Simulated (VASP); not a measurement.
Here is a VASP 6.6.1 calculation.

INCAR

```
SYSTEM = SiGe
PREC = Accurate ; ENCUT = 520
EDIFF = 1E-8 ; ISMEAR = 0
SIGMA = 0.01 ; LREAL = .FALSE.
LASPH = .TRUE. ; NELM = 100
ALGO = Normal ; ISIF = 2
LWAVE = .FALSE. ; LCHARG = .FALSE.
IBRION = 8 ; NSW = 1
```

KPOINTS

```
regular mesh
0
G
  12 12 8
  0 0 0
```

POSCAR

```
SiGe
1.0
    3.6739854335      0.0000000000      0.0000000000
   -1.8369927167      3.1817647186      0.0000000000
    0.0000000000      0.0000000000      6.0964110823
Si Ge
2 2
Direct
    0.6666666667      0.3333333333      0.8737488417
    0.3333333333      0.6666666667      0.3737488417
    0.6666666667      0.3333333333      0.5012501583
    0.3333333333      0.6666666667      0.0012501583
```

Potentials or basis: VASP PAW LDA potentials, release 64 (Si, Ge_d).

The run is started by

```bash
$ cat potpaw_LDA.64/Si/POTCAR potpaw_LDA.64/Ge_d/POTCAR > POTCAR
$ mpirun -np 1 vasp_std > vasp.out
```

Question: Predict the highest phonon frequency at Γ.

Answer: 478 cm⁻¹.

Phonon frequencies in cm⁻¹ (negative: imaginary):
| q point | frequencies |
| --- | --- |
| (0.000, 0.000, 0.000) | 0 0 0 23 23 264 469 471 471 475 475 478 |

Caveat: the cell stands under pressure or tension, which shifts response properties.
